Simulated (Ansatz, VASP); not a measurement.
# One calculation of ZnO, two programs

```
Zn O
1.0
     3.24940    0.00000    0.00000
    -1.62470    2.81406    0.00000
     0.00000    0.00000    5.20380
Zn O
2 2
Cartesian
  0.0000 1.8760 0.0000
  1.6247 0.9380 2.6019
  0.0000 1.8760 1.9884
  1.6247 0.9380 4.5903
```

Alike in both runs: task single point; functional PBE; dispersion D3(BJ); k mesh 6 × 6 × 4; occupations gaussian, width 0.1 eV; no spin polarisation.

```csv
,VASP,Ansatz
version,VASP 6.6.1,Ansatz 0.2.0
potentials or method,"VASP PAW PBE potentials, release 64 (Zn, O), cutoff 600 eV","scalar-relativistic, plane waves, PAW"
valence electrons in the cell,36,36
```

|  | VASP | Ansatz | Ansatz less VASP |
| --- | --- | --- | --- |
| gap on the k mesh at the Fermi level (eV) | 0.79 | 0.80 | +0.014 |
| least direct gap on the mesh (eV) | 0.79 | 0.80 | +0.014 |
| pressure (GPa) | 2.8 | 1.9 | -0.90 |
| traceless stress, the component that is largest in VASP (GPa) | 0.19 | 0.22 | +0.029 |
| rms of the force components (eV/Å) | 0.020 | 0.019 | -0.0006 |

Atom by atom the forces differ by 0.001 eV/Å (rms over components).
